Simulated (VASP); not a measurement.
# Ga8SiAs7 (a cell with a defect) in VASP: single point with LDA

Aim: the single point of Ga8SiAs7 (a cell with a defect) with LDA.

Program: VASP 6.6.1. These are calculated values, not measurements. Logs are shortened: lines on timing, memory, paths and dates and some standing lists are left out, and cuts for length are marked.

### 1 The cell of the first run

The cell holds a defect, 16 atoms: a = 7.924 Å, b = 7.924 Å, c = 7.924 Å, α = 60.00°, β = 60.00°, γ = 60.00°.

### 2 Single point, LDA

Input file INCAR:

```
SYSTEM = Ga8SiAs7
PREC = Accurate ; ENCUT = 520
EDIFF = 1E-6 ; ISMEAR = 0
SIGMA = 0.02 ; LREAL = Auto
LASPH = .TRUE. ; NELM = 80
ALGO = Normal ; ISIF = 2
LWAVE = .FALSE. ; LCHARG = .TRUE.
GGA = CA ; LELF = .TRUE.
LVHAR = .TRUE. ; NBANDS = 86
NELECT = 144.0
```

Input file KPOINTS:

```
Automatic mesh
0
G
  3 3 3
  0 0 0
```

Input file POSCAR:

```
Ga8SiAs7
1.0
    0.0000000000      5.6033815718     -5.6033815718
    5.6033815718      5.6033815718      0.0000000000
    5.6033815718      0.0000000000     -5.6033815718
Ga Si As
8 1 7
Direct
    0.4970343313      0.0037150592      0.5009280673
    0.4970195770      0.4990990286      0.5009414768
    0.0023082068      0.0046457909      0.4890374495
    0.0016315665      0.4990936232      0.5009642892
    0.4847476318      0.0048246601      0.0067346973
    0.4970451539      0.4990709414      0.0055769071
    0.0027740402      0.0044877978      0.0063331138
    0.0023913639      0.4871435404      0.0064936552
    0.1229248936      0.1253115860      0.1272042322
    0.1206454522      0.6276895128      0.1245465246
    0.6258969253      0.1226634819      0.1245243858
    0.6255906686      0.6279833936      0.1245435665
    0.1206275609      0.1226728477      0.6295469710
    0.1205934447      0.6278231721      0.6296778636
    0.6255183859      0.1226982781      0.6298820062
    0.6231678934      0.6252477677      0.6271072942
```

Potentials or basis: VASP PAW LDA potentials, release 64 (Ga_d, Si, As).

The run is started by

```sh
cat potpaw_LDA.64/Ga_d/POTCAR potpaw_LDA.64/Si/POTCAR potpaw_LDA.64/As/POTCAR > POTCAR
mpirun -np 1 vasp_std > vasp.out
```

OUTCAR:

```text
SYSTEM = Ga8SiAs7
   PREC = Accurate
   ENCUT = 520
   EDIFF = 1E-6
   ISMEAR = 0
   LREAL = Auto
   LASPH = .TRUE.
   NELM = 80
   ISIF = 2
   GGA = CA
   NELECT = 144.0

 ion  position               nearest neighbor table
   1  0.497  0.004  0.501-  11 2.44  13 2.44  15 2.44  16 2.45
   2  0.497  0.499  0.501-  12 2.44  15 2.44  14 2.44  16 2.45
   3  0.002  0.005  0.489-   9 2.34  15 2.44  14 2.44  13 2.44
   4  0.002  0.499  0.501-  14 2.44  10 2.44  13 2.44  16 2.45
   5  0.485  0.005  0.007-   9 2.34  11 2.44  12 2.44  15 2.44
   6  0.497  0.499  0.006-  10 2.44  11 2.44  12 2.44  16 2.45
[... 8 lines left out ...]
  15  0.626  0.123  0.630-   2 2.44   1 2.44   3 2.44   5 2.44
  16  0.623  0.625  0.627-   2 2.45   4 2.45   1 2.45   6 2.45

  LATTYP: Found a face centered cubic cell.
 ALAT       =    11.2067631436

  Lattice vectors:

 A1 = (   0.0000000000,   5.6033815718,  -5.6033815718)
 A2 = (   5.6033815718,   5.6033815718,   0.0000000000)
 A3 = (   5.6033815718,   0.0000000000,  -5.6033815718)

Analysis of symmetry for initial positions (statically):
=====================================================================
 Subroutine PRICEL returns:
 Original cell was already a primitive cell.

 Routine SETGRP: Setting up the symmetry group for a
 face centered cubic supercell.

 Subroutine GETGRP returns: Found  1 space group operations
 (whereof  1 operations were pure point group operations)
 out of a pool of 48 trial point group operations.

The static configuration has the point symmetry C_1 .

Analysis of symmetry for dynamics (positions and initial velocities):
=====================================================================
 Subroutine PRICEL returns:
 Original cell was already a primitive cell.

 Routine SETGRP: Setting up the symmetry group for a
 face centered cubic supercell.

 Subroutine GETGRP returns: Found  1 space group operations
 (whereof  1 operations were pure point group operations)
 out of a pool of 48 trial point group operations.

The dynamic configuration has the point symmetry C_1 .

 Subroutine INISYM returns: Found  1 space group operations
 (whereof  1 operations are pure point group operations),
 and found     1 'primitive' translations

----------------------------------------------------------------------------------------

                                     Primitive cell

  volume of cell :     351.8687

  direct lattice vectors                    reciprocal lattice vectors
     0.000000000  5.603381572 -5.603381572    -0.089231831  0.089231831 -0.089231831
     5.603381572  5.603381572  0.000000000     0.089231831  0.089231831  0.089231831
     5.603381572  0.000000000 -5.603381572     0.089231831 -0.089231831 -0.089231831

  length of vectors
     7.924378214  7.924378214  7.924378214     0.154554066  0.154554066  0.154554066

  position of ions in fractional coordinates (direct lattice)
     0.497034331  0.003715059  0.500928067
     0.497019577  0.499099029  0.500941477
     0.002308207  0.004645791  0.489037450
     0.001631567  0.499093623  0.500964289
     0.484747632  0.004824660  0.006734697
     0.497045154  0.499070941  0.005576907
[... 8 lines left out ...]
     0.625518386  0.122698278  0.629882006
     0.623167893  0.625247768  0.627107294

  ion indices of the primitive-cell ions
   primitive index   ion index
                 1           1
                 2           2
                 3           3
                 4           4
                 5           5
                 6           6
[... 8 lines left out ...]
                15          15
                16          16

----------------------------------------------------------------------------------------

 KPOINTS: Automatic mesh

Automatic generation of k-mesh.
 Grid dimensions read from file:
 generate k-points for:    3    3    3

 Generating k-lattice:

  Cartesian coordinates                     Fractional coordinates (reciprocal lattice)
    -0.029743944  0.029743944 -0.029743944     0.333333333  0.000000000  0.000000000
     0.029743944  0.029743944  0.029743944     0.000000000  0.333333333  0.000000000
     0.029743944 -0.029743944 -0.029743944     0.000000000  0.000000000  0.333333333

  Length of vectors
     0.051518022  0.051518022  0.051518022

  Shift w.r.t. Gamma in fractional coordinates (k-lattice)
     0.000000000  0.000000000  0.000000000

 Subroutine IBZKPT returns following result:
 ===========================================

 Found     14 irreducible k-points:

 Following reciprocal coordinates:
            Coordinates               Weight
  0.000000  0.000000  0.000000      1.000000
  0.333333  0.000000  0.000000      2.000000
  0.000000  0.333333  0.000000      2.000000
  0.000000  0.000000  0.333333      2.000000
  0.333333  0.333333  0.333333      2.000000
  0.333333  0.333333  0.000000      2.000000
  0.000000  0.333333  0.333333      2.000000
  0.333333  0.000000  0.333333      2.000000
 -0.333333  0.333333  0.000000      2.000000
  0.000000 -0.333333  0.333333      2.000000
  0.333333  0.000000 -0.333333      2.000000
  0.333333  0.333333 -0.333333      2.000000
 -0.333333  0.333333 -0.333333      2.000000
  0.333333 -0.333333 -0.333333      2.000000
   k-points           NKPTS =     14   k-points in BZ     NKDIM =     14   number of bands    NBANDS=     86
   number of dos      NEDOS =    301   number of ions     NIONS =     16
   total plane-waves  NPLWV = 216000
   dimension x,y,z NGX =    60 NGY =   60 NGZ =   60
   dimension x,y,z NGXF=   120 NGYF=  120 NGZF=  120
   ions per type =               8   1   7
   NGX,Y,Z   is equivalent  to a cutoff of  12.59, 12.59, 12.59 a.u.
   NGXF,Y,Z  is equivalent  to a cutoff of  25.17, 25.17, 25.17 a.u.
 SYSTEM =  Ga8SiAs7
   PREC   = accura    normal or accurate (medium, high low for compatibility)
   ISTART =      0    job   : 0-new  1-cont  2-samecut
   ICHARG =      2    charge: 1-file 2-atom 10-const
   ISPIN  =      1    spin polarized calculation?
   LNONCOLLINEAR =      F non collinear calculations
   LSORBIT =      F    spin-orbit coupling
   LASPH  =      T    aspherical Exc in radial PAW
   ENCUT  =  520.0 eV  38.22 Ry    6.18 a.u.  14.73 14.73 14.73*2*pi/ulx,y,z
   NELM   =     80;   NELMIN=  2; NELMDL= -5     # of ELM steps
   EDIFF  = 0.1E-05   stopping-criterion for ELM
   LREAL  =      T    real-space projection
   EDIFFG = 0.1E-04   stopping-criterion for IOM
   NSW    =      0    number of steps for IOM
   IBRION =     -1    ionic relax: 0-MD 1-quasi-New 2-CG
   NFREE  =      0    steps in history (QN), initial steepest desc. (CG)
   ISIF   =      2    stress and relaxation
   ISYM   =      2    0-nonsym 1-usesym 2-fastsym
   POTIM  = 0.5000    time-step for ionic-motion
   TEBEG  =    0.0;   TEEND  =   0.0 temperature during run
   PSTRESS=    0.0 pullay stress
   NELECT =     144.0000    total number of electrons
   NUPDOWN=      -1.0000    fix difference up-down
   EMIN   =  10.00;   EMAX   =-10.00  energy-range for DOS
   EFERMI =   0.00;   METHOD = LEGACY
   ISMEAR =     0;   SIGMA  =   0.02  broadening in eV -4-tet -1-fermi 0-gaus
   EFERMI_NEDOS =   21; number of points for ismear=-14 and -15
   IALGO  =     38    algorithm
   IMIX   =      4    mixing-type and parameters
     AMIX     =   0.40;   BMIX     =  1.00
     AMIX_MAG =   1.60;   BMIX_MAG =  1.00
  volume/ion in A,a.u.               =      21.99       148.41
  Fermi-wavevector in a.u.,A,eV,Ry     =   1.215445  2.296859 20.099990  1.477308
  Thomas-Fermi vector in A             =   2.350832
   LORBIT       =      0    0 simple, 1 ext, 2 COOP (PROOUT), +10 PAW based schemes
   GGA     = CA    functional components
   LHFCALC =     F    Hartree Fock is set to
   AEXX    =    0.0000 exact exchange contribution
   IVDW    =     0    specifies the selected vdW correction
   LEPSILON=     F    determine dielectric tensor
   LRPA    =     F    only Hartree local field effects (RPA)
 non-spin polarized calculation
 Gauss-broadening in eV      SIGMA  =   0.02
  energy-cutoff  :      520.00
  volume of cell :      351.87
 maximum number of plane-waves:      9491
   NGX = 29   NGY = 29   NGZ = 29

 number of electron     143.9999993 magnetization

 Free energy of the ion-electron system (eV)
  ---------------------------------------------------
  ext. energy  EPLUGINS =         0.00000000
  ---------------------------------------------------
  free energy    TOTEN  =       -72.21813716 eV

  energy without entropy =      -72.21813716  energy(sigma->0) =      -72.21813716

 E-fermi :   4.4443     XC(G=0): -10.0433

 val. band max:        4.3356804821   @ k =   0.0000   0.0000   0.0000
 cond. band min:       4.6911201271   @ k =   0.0000   0.0000   0.0000
 fundamental gap:      0.3554396449
 Fermi energy:         4.4442994518

 k-point     1 :       0.0000    0.0000    0.0000
  band No.  band energies     occupation
      1     -11.1070      2.00000
      2     -11.0673      2.00000
      3     -11.0673      2.00000
      4     -11.0438      2.00000
      5     -11.0437      2.00000
      6     -11.0436      2.00000
[... 76 lines left out ...]
     83       6.4426      0.00000
     84       7.7191      0.00000

 k-point     2 :       0.3333    0.0000    0.0000
  band No.  band energies     occupation
      1     -11.0992      2.00000
      2     -11.0632      2.00000
      3     -11.0631      2.00000
      4     -11.0420      2.00000
      5     -11.0419      2.00000
      6     -11.0417      2.00000
[... 1033 lines left out ...]
     83       8.0350      0.00000
     84       8.2106      0.00000

 k-point    14 :       0.3333   -0.3333   -0.3333
  band No.  band energies     occupation
      1     -11.0931      2.00000
      2     -11.0610      2.00000
      3     -11.0593      2.00000
      4     -11.0445      2.00000
      5     -11.0406      2.00000
      6     -11.0348      2.00000
[... 76 lines left out ...]
     83       8.0352      0.00000
     84       8.2109      0.00000
 [bands above 84 left out]

------------------------ aborting loop because EDIFF is reached ----------------------------------------

  FORCE on cell =-STRESS in cart. coord.  units (eV):
  Direction    XX          YY          ZZ          XY          YZ          ZX
  --------------------------------------------------------------------------------------
  -------------------------------------------------------------------------------------
  Total        9.3554605      9.3526130      9.3477818     -0.0038306      0.0036425      0.0017597
  in kB       42.5985840     42.5856182     42.5636203     -0.0174419      0.0165853      0.0080126
  external PRESSURE =      42.5826075 kB  Pullay stress =       0.0000000 kB

 VOLUME and BASIS-vectors are now :
 -----------------------------------------------------------------------------
  energy-cutoff  :      520.00
  volume of cell :      351.87
      direct lattice vectors                 reciprocal lattice vectors
     0.000000000  5.603381572 -5.603381572    -0.089231831  0.089231831 -0.089231831
     5.603381572  5.603381572  0.000000000     0.089231831  0.089231831  0.089231831
     5.603381572  0.000000000 -5.603381572     0.089231831 -0.089231831 -0.089231831

 POSITION                                       TOTAL-FORCE (eV/Angst)
 -----------------------------------------------------------------------------------
      2.82771      2.80589     -5.59196        -0.000276     -0.001076     -0.001219
      5.60361      5.58163     -5.59196         0.000872     -0.000008     -0.000497
      2.76630      0.03897     -2.75320        -0.010404      0.012070      0.011259
      5.60371      2.80575     -2.81624         0.000393     -0.000542      0.000544
      0.06477      2.74326     -2.75396         0.010974     -0.012284      0.011125
      2.82773      5.58162     -2.81638        -0.000268     -0.000075     -0.000122
[... 8 lines left out ...]
      4.21699      4.19254     -7.03449        -0.000518     -0.000957      0.000318
      7.01742      6.99535     -7.00577        -0.001561      0.001855      0.001958
 -----------------------------------------------------------------------------------
    total drift:                               -0.002262      0.007460      0.001499

  FREE ENERGIE OF THE ION-ELECTRON SYSTEM (eV)
  ---------------------------------------------------
  free  energy   TOTEN  =       -72.2181371568 eV

  energy  without entropy=      -72.2181371568  energy(sigma->0) =      -72.21813716
```

It took 26 min on 1 thread of Intel Xeon 8259CL, shared host; peak memory 0.54 GiB.

Results:

* Free energy: -72.2181 eV
* Largest force: 0.023 eV/Å

Forces in eV/Å, atoms in the order of the input:
```
Ga   0.000 -0.001 -0.001
Ga   0.001  0.000  0.000
Ga  -0.010  0.012  0.011
Ga   0.000 -0.001  0.001
Ga   0.011 -0.012  0.011
Ga   0.000  0.000  0.000
Ga   0.016  0.010 -0.012
Ga  -0.009 -0.012 -0.013
Si  -0.003  0.001  0.000
As   0.002  0.001  0.003
As  -0.003 -0.001  0.001
As   0.001  0.004 -0.001
As   0.002  0.001 -0.002
As  -0.006 -0.003  0.000
As  -0.001 -0.001  0.000
As  -0.002  0.002  0.002
```

Caveat: the cell carries a net charge on a neutralising background, which shifts energy and pressure; the cell is charged against a uniform background, so pressure and absolute levels hang on convention.
